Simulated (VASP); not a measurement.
I:

```
CELL_PARAMETERS angstrom
0.00000 2.36560 3.90984
2.19225 0.00000 3.90984
2.19225 2.36560 0.00000
ATOMIC_POSITIONS crystal
I 0.00000 0.00000 0.00000
```

- Program: VASP 6.6.1
- Task: relaxation of cell and atoms
- Functional: RPBE
- Potentials or basis: VASP PAW PBE potentials, release 64 (I)
- Cutoff: 600 eV
- k mesh: 9 × 9 × 9
- Occupations: fermi-dirac, width 0.05 eV
- Spin: no spin polarisation

At the start: pressure 1.8 GPa; volume 40.55 Å³/atom.

Question: How do energy, volume and symmetry change on relaxing?

Answer: Over 21 steps the energy falls by 77.4 meV/atom and the volume is 60.46 Å³/atom (+49.1 %); space group Fmmm (No. 69, to 0.1 Å) before, I4/mmm (No. 139, to 0.1 Å).

The path:
```
step  energy change (eV)  largest force (eV/Å)  pressure (GPa)  volume (Å³)
   1              0.0000                0.0000            1.79        40.55
   2             -0.0185                0.0000            0.35        43.27
   3             -0.0202                0.0000           -0.19        44.64
   4             -0.0361                0.0000           -0.16        46.17
   5             -0.0648                0.0000            0.00        50.66
   6             -0.0748                0.0000            0.45        59.19
   7             -0.0642                0.0000           -0.78        68.39
   8             -0.0770                0.0000            0.01        61.76
   9             -0.0770                0.0000            0.01        61.68
  10             -0.0765                0.0000            0.24        60.43
  11             -0.0770                0.0000            0.04        61.57
  12             -0.0770                0.0000            0.03        61.62
  13             -0.0772                0.0000            0.01        61.39
  14             -0.0774                0.0000           -0.05        60.70
  15             -0.0774                0.0000            0.03        60.20
  16             -0.0774                0.0000            0.02        60.37
  17             -0.0774                0.0000            0.00        60.50
  18             -0.0774                0.0000           -0.02        60.53
  19             -0.0774                0.0000           -0.02        60.51
  20             -0.0774                0.0000           -0.03        60.50
  21             -0.0774                0.0000            0.01        60.46
```

Final structure:
```yaml
crystal:
  lattice:
    - [0.00000, 2.31225, 5.62617]
    - [2.32365, 0.00000, 5.62617]
    - [2.32365, 2.31225, 0.00000]
  atoms:
    - { symbol: I, position: [0.00000, 0.00000, 0.00000] }
```

Caveat: the volume moved by over 15 % at a fixed basis, so the end points are rough; the PAW data sets were made with another functional, which shifts forces and pressure a little; an odd number of electrons without spin polarisation forces a metal; a magnetic or distorted state may lie lower.
